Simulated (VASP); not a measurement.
# AlN (P6_3mc) in VASP: single point with HSE06

Aim: the single point of AlN with HSE06.

All numbers are computed with VASP 6.6.1; they aren't measurements. Logs are shortened: lines on timing, memory, paths and dates and some standing lists are left out, and cuts for length are marked.

**1. The cell of the first run**

Symmetry: P6_3mc, No. 186, hexagonal system. Conventional cell: a = 3.163 Å, b = 3.163 Å, c = 5.077 Å, α = 90.00°, β = 90.00°, γ = 120.00°. Within 2.5 Å of Al (site symmetry 3m) lie 4 N at 1.92 to 1.94 Å. Within 2.5 Å of N (site symmetry 3m) lie 4 Al at 1.92 to 1.94 Å.

**2. Single point, HSE06 (10.99 Å³/atom)**

POSCAR

```
AlN
1.0
    3.1626283983      0.0000000000      0.0000000000
   -1.5813141992      2.7389165356      0.0000000000
    0.0000000000      0.0000000000      5.0770907498
Al N
2 2
Direct
    0.3333333333      0.6666666667     -0.0006422186
    0.6666666667      0.3333333333      0.4993577814
    0.3333333333      0.6666666667      0.3806422186
    0.6666666667      0.3333333333      0.8806422186
```

INCAR.step1

```
SYSTEM = AlN
PREC = Accurate
ENCUT = 520
EDIFF = 1E-5
ISMEAR = 0
SIGMA = 0.02
LREAL = .False.
LASPH = .True.
NELM = 120
ALGO = Normal
ISIF = 2
LWAVE = .True.
NBANDS = 16
GGA = PE
GGA_COMPAT = .False.
```

INCAR.step2

```
SYSTEM = AlN
PREC = Accurate
ENCUT = 520
EDIFF = 1E-6
ISMEAR = 0
SIGMA = 0.02
LREAL = .False.
LASPH = .True.
NELM = 120
ALGO = Normal
ISIF = 2
LWAVE = .False.
LCHARG = .True.
GGA = PE
LHFCALC = .True.
HFSCREEN = 0.2079
PRECFOCK = Normal
LELF = .True.
LVHAR = .True.
NBANDS = 16
ISTART = 1
GGA_COMPAT = .False.
```

KPOINTS

```
regular mesh
0
Gamma
  6 6 4
  0 0 0
```

Potentials or basis: VASP PAW PBE potentials, release 64 (Al, N).

On the command line:

```bash
cat potpaw_PBE.64/Al/POTCAR potpaw_PBE.64/N/POTCAR > POTCAR
cp INCAR.step1 INCAR
mpirun -np 1 vasp_std > vasp.out
cp INCAR.step2 INCAR
mpirun -np 1 vasp_std > vasp.out
```

OUTCAR:

```text
SYSTEM = AlN
   PREC = Accurate
   ENCUT = 520
   EDIFF = 1E-6
   ISMEAR = 0
   LREAL = .False.
   LASPH = .True.
   NELM = 120
   ISIF = 2
   GGA = PE
   LHFCALC = .True.
   HFSCREEN = 0.2079
   PRECFOCK = Normal
   ISTART = 1

 ion  position               nearest neighbor table
   1  0.333  0.667  0.999-   4 1.92   4 1.92   4 1.92   3 1.94   2 3.13   2 3.13   2 3.13   2 3.13
                             2 3.13   2 3.13
   2  0.667  0.333  0.499-   3 1.92   3 1.92   3 1.92   4 1.94   1 3.13   1 3.13   1 3.13   1 3.13
                             1 3.13   1 3.13
   3  0.333  0.667  0.381-   2 1.92   2 1.92   2 1.92   1 1.94
   4  0.667  0.333  0.881-   1 1.92   1 1.92   1 1.92   2 1.94

  LATTYP: Found a hexagonal cell.
 ALAT       =     3.1626283983
 C/A-ratio  =     1.6053390125

  Lattice vectors:

 A1 = (   3.1626283983,   0.0000000000,   0.0000000000)
 A2 = (  -1.5813141992,   2.7389165356,   0.0000000000)
 A3 = (   0.0000000000,   0.0000000000,   5.0770907498)

Analysis of symmetry for initial positions (statically):
=====================================================================
 Subroutine PRICEL returns:
 Original cell was already a primitive cell.

 Routine SETGRP: Setting up the symmetry group for a
 hexagonal supercell.

 Subroutine GETGRP returns: Found 12 space group operations
 (whereof  6 operations were pure point group operations)
 out of a pool of 24 trial point group operations.

The static configuration has the point symmetry C_3v.
 The point group associated with its full space group is C_6v.

Analysis of symmetry for dynamics (positions and initial velocities):
=====================================================================
 Subroutine PRICEL returns:
 Original cell was already a primitive cell.

 Routine SETGRP: Setting up the symmetry group for a
 hexagonal supercell.

 Subroutine GETGRP returns: Found 12 space group operations
 (whereof  6 operations were pure point group operations)
 out of a pool of 24 trial point group operations.

The dynamic configuration has the point symmetry C_3v.
 The point group associated with its full space group is C_6v.

 Subroutine INISYM returns: Found 12 space group operations
 (whereof  6 operations are pure point group operations),
 and found     1 'primitive' translations

----------------------------------------------------------------------------------------

                                     Primitive cell

  volume of cell :      43.9786

  direct lattice vectors                    reciprocal lattice vectors
     3.162628398  0.000000000  0.000000000     0.316192696  0.182553938  0.000000000
    -1.581314199  2.738916536  0.000000000     0.000000000  0.365107876  0.000000000
     0.000000000  0.000000000  5.077090750     0.000000000  0.000000000  0.196963192

  length of vectors
     3.162628398  3.162628398  5.077090750     0.365107876  0.365107876  0.196963192

  position of ions in fractional coordinates (direct lattice)
     0.333333333  0.666666667  0.999357781
     0.666666667  0.333333333  0.499357781
     0.333333333  0.666666667  0.380642219
     0.666666667  0.333333333  0.880642219

  ion indices of the primitive-cell ions
   primitive index   ion index
                 1           1
                 2           2
                 3           3
                 4           4

----------------------------------------------------------------------------------------

 KPOINTS: regular mesh

Automatic generation of k-mesh.
 Grid dimensions read from file:
 generate k-points for:    6    6    4

 Generating k-lattice:

  Cartesian coordinates                     Fractional coordinates (reciprocal lattice)
     0.052698783  0.030425656  0.000000000     0.166666667  0.000000000  0.000000000
     0.000000000  0.060851313  0.000000000     0.000000000  0.166666667  0.000000000
     0.000000000  0.000000000  0.049240798     0.000000000  0.000000000  0.250000000

  Length of vectors
     0.060851313  0.060851313  0.049240798

  Shift w.r.t. Gamma in fractional coordinates (k-lattice)
     0.000000000  0.000000000  0.000000000

 Subroutine IBZKPT returns following result:
 ===========================================

 Found     21 irreducible k-points:

 Following reciprocal coordinates:
            Coordinates               Weight
  0.000000  0.000000  0.000000      1.000000
  0.166667 -0.000000  0.000000      6.000000
  0.333333 -0.000000  0.000000      6.000000
  0.500000  0.000000  0.000000      3.000000
  0.166667  0.166667  0.000000      6.000000
  0.333333  0.166667  0.000000     12.000000
[... 13 lines left out ...]
  0.333333  0.166667  0.500000     12.000000
  0.333333  0.333333  0.500000      2.000000
   k-points           NKPTS =     21   k-points in BZ     NKDIM =    144   number of bands    NBANDS=     16
   number of dos      NEDOS =    301   number of ions     NIONS =      4
   total plane-waves  NPLWV =  23040
   dimension x,y,z NGX =    24 NGY =   24 NGZ =   40
   dimension x,y,z NGXF=    48 NGYF=   48 NGZF=   80
   ions per type =               2   2
   NGX,Y,Z   is equivalent  to a cutoff of  12.62, 12.62, 13.10 a.u.
   NGXF,Y,Z  is equivalent  to a cutoff of  25.23, 25.23, 26.20 a.u.
 SYSTEM =  AlN
   PREC   = accura    normal or accurate (medium, high low for compatibility)
   ISTART =      1    job   : 0-new  1-cont  2-samecut
   ICHARG =      0    charge: 1-file 2-atom 10-const
   ISPIN  =      1    spin polarized calculation?
   LNONCOLLINEAR =      F non collinear calculations
   LSORBIT =      F    spin-orbit coupling
   LASPH  =      T    aspherical Exc in radial PAW
   ENCUT  =  520.0 eV  38.22 Ry    6.18 a.u.   5.88  5.88  9.44*2*pi/ulx,y,z
   NELM   =    120;   NELMIN=  2; NELMDL=  0     # of ELM steps
   EDIFF  = 0.1E-05   stopping-criterion for ELM
   LREAL  =      F    real-space projection
   EDIFFG = 0.1E-04   stopping-criterion for IOM
   NSW    =      0    number of steps for IOM
   IBRION =     -1    ionic relax: 0-MD 1-quasi-New 2-CG
   NFREE  =      0    steps in history (QN), initial steepest desc. (CG)
   ISIF   =      2    stress and relaxation
   ISYM   =      3    0-nonsym 1-usesym 2-fastsym
   POTIM  = 0.5000    time-step for ionic-motion
   TEBEG  =    0.0;   TEEND  =   0.0 temperature during run
   PSTRESS=    0.0 pullay stress
   NELECT =      16.0000    total number of electrons
   NUPDOWN=      -1.0000    fix difference up-down
   EMIN   =  10.00;   EMAX   =-10.00  energy-range for DOS
   EFERMI =   0.00;   METHOD = LEGACY
   ISMEAR =     0;   SIGMA  =   0.02  broadening in eV -4-tet -1-fermi 0-gaus
   EFERMI_NEDOS =   21; number of points for ismear=-14 and -15
   IALGO  =     38    algorithm
   IMIX   =      1    mixing-type and parameters
     AMIX     =   0.40;   BMIX     =  1.00
     AMIX_MAG =   1.60;   BMIX_MAG =  1.00
  volume/ion in A,a.u.               =      10.99        74.20
  Fermi-wavevector in a.u.,A,eV,Ry     =   1.168694  2.208512 18.583463  1.365846
  Thomas-Fermi vector in A             =   2.305177
   LORBIT       =      0    0 simple, 1 ext, 2 COOP (PROOUT), +10 PAW based schemes
   GGA     = PE    functional components
   LHFCALC =     T    Hartree Fock is set to
   PRECFOCK=normal    Normal, Fast or Accurate (Low or Medium for compatibility)
   ENCUT4O =  -1.0   cutoff for four orbital integrals eV
   NKREDX  =     1    reduce k-point grid by
   NKREDY  =     1    reduce k-point grid by
   NKREDZ  =     1    reduce k-point grid by
   AEXX    =    0.2500 exact exchange contribution
   HFSCREEN=    0.2079 screening length (either q_TF or 0.3 A-1)
   HFSCREENC=   0.2079 screening length for correlation (either q_TF or 0.3 A-1)
   ENCUTFOCK=  -1.0 apply spherical cutoff to Coloumb kernel
   IVDW    =     0    specifies the selected vdW correction
   LEPSILON=     F    determine dielectric tensor
   LRPA    =     F    only Hartree local field effects (RPA)
 non-spin polarized calculation
 Gauss-broadening in eV      SIGMA  =   0.02
  energy-cutoff  :      520.00
  volume of cell :       43.98
 maximum number of plane-waves:      1196
 NGX is ok and might be reduce to    24
  NGX = 18; NGY = 18; NGZ = 30

 number of electron      16.0000001 magnetization

 Free energy of the ion-electron system (eV)
  ---------------------------------------------------
  ext. energy  EPLUGINS =         0.00000000
  ---------------------------------------------------
  free energy    TOTEN  =       -34.80344547 eV

  energy without entropy =      -34.80344547  energy(sigma->0) =      -34.80344547

 E-fermi :   4.9287     XC(G=0):  -8.8229

 val. band max:        4.7663395034   @ k =   0.0000   0.0000   0.0000
 cond. band min:       9.8383724706   @ k =   0.0000   0.0000   0.0000
 fundamental gap:      5.0720329671
 Fermi energy:         4.9287206052

 k-point     1 :       0.0000    0.0000    0.0000
  band No.  band energies     occupation
      1     -11.6081      2.00000
      2      -9.4955      2.00000
      3      -1.4930      2.00000
      4       3.8594      2.00000
      5       3.8594      2.00000
      6       4.5635      2.00000
[... 8 lines left out ...]
     15      19.1486      0.00000
     16      19.1486      0.00000

 k-point     2 :       0.1667   -0.0000    0.0000
  band No.  band energies     occupation
      1     -11.2582      2.00000
      2      -9.3072      2.00000
      3      -1.0553      2.00000
      4       2.3887      2.00000
      5       3.2033      2.00000
      6       3.4511      2.00000
[... 8 lines left out ...]
     15      18.4056      0.00000
     16      18.9233      0.00000

 k-point     3 :       0.3333   -0.0000    0.0000
  band No.  band energies     occupation
      1     -10.3637      2.00000
      2      -8.9736      2.00000
      3       0.0184      2.00000
      4       0.1877      2.00000
      5       1.2567      2.00000
      6       2.8262      2.00000
[... 8 lines left out ...]
     15      18.0990      0.00000
     16      20.5540      0.00000
[... 305 lines left out ...]
 k-point    20 :       0.3333    0.1667    0.5000
  band No.  band energies     occupation
      1      -9.3083      2.00000
      2      -9.3083      2.00000
      3      -0.6394      2.00000
      4      -0.6394      2.00000
      5       2.0501      2.00000
      6       2.0501      2.00000
[... 8 lines left out ...]
     15      19.5523      0.00000
     16      19.5523      0.00000

 k-point    21 :       0.3333    0.3333    0.5000
  band No.  band energies     occupation
      1      -9.0902      2.00000
      2      -9.0902      2.00000
      3      -0.3286      2.00000
      4      -0.3286      2.00000
      5       0.8011      2.00000
      6       0.8011      2.00000
[... 8 lines left out ...]
     15      19.9454      0.00000
     16      19.9454      0.00000

------------------------ aborting loop because EDIFF is reached ----------------------------------------

  FORCE on cell =-STRESS in cart. coord.  units (eV):
  Direction    XX          YY          ZZ          XY          YZ          ZX
  --------------------------------------------------------------------------------------
  -------------------------------------------------------------------------------------
  Total       -3.0991295     -3.0991295     -3.0788180      0.0000000      0.0000000      0.0000000
  in kB     -112.9037614   -112.9037614   -112.1637986      0.0000000      0.0000000      0.0000000
  external PRESSURE =    -112.6571071 kB  Pullay stress =       0.0000000 kB

 VOLUME and BASIS-vectors are now :
 -----------------------------------------------------------------------------
  energy-cutoff  :      520.00
  volume of cell :       43.98
      direct lattice vectors                 reciprocal lattice vectors
     3.162628398  0.000000000  0.000000000     0.316192696  0.182553938  0.000000000
    -1.581314199  2.738916536  0.000000000     0.000000000  0.365107876  0.000000000
     0.000000000  0.000000000  5.077090750     0.000000000  0.000000000  0.196963192

 POSITION                                       TOTAL-FORCE (eV/Angst)
 -----------------------------------------------------------------------------------
     -0.00000      1.82594      5.07383        -0.000000      0.000000      0.010698
      1.58131      0.91297      2.53528        -0.000000      0.000000      0.010698
     -0.00000      1.82594      1.93256         0.000000     -0.000000     -0.010698
      1.58131      0.91297      4.47110        -0.000000      0.000000     -0.010698
 -----------------------------------------------------------------------------------
    total drift:                                0.000000     -0.000000      0.000063

  FREE ENERGIE OF THE ION-ELECTRON SYSTEM (eV)
  ---------------------------------------------------
  free  energy   TOTEN  =       -34.8034454675 eV

  energy  without entropy=      -34.8034454675  energy(sigma->0) =      -34.80344547
```

Run time: 24 min. Hardware: 1 thread of Intel Xeon Platinum 8375C at 2.90GHz (Ice Lake), shared host; peak memory 0.27 GiB.

Results:

```yaml
Free_energy: -34.8034 eV
Pressure: -11.3 GPa
Largest_force: 0.011 eV/Å
Band_gap_on_the_k_mesh: 5.07 eV
```

Forces in eV/Å, atoms in the order of the input:
```
Al   0.000  0.000  0.011
Al   0.000  0.000  0.011
N    0.000  0.000 -0.011
N    0.000  0.000 -0.011
```

Levels at points of the mesh, in eV from the valence-band top:
```tsv
k point	band 6	band 7	band 8	band 9	band 10	band 11
(0.00, 0.00, 0.00)	-0.20	-0.20	0.00	5.07	7.67	12.01
(0.50, 0.00, 0.00)	-2.20	-1.81	-0.74	6.99	7.02	9.25
(0.00, 0.00, 0.50)	-0.57	-0.57	-0.57	7.48	7.48	11.54
(0.50, 0.00, 0.50)	-1.55	-1.44	-1.44	6.44	6.44	10.44
```

Caveat: the cell stands under tension; the PAW data sets were made with another functional, which shifts forces and pressure a little.
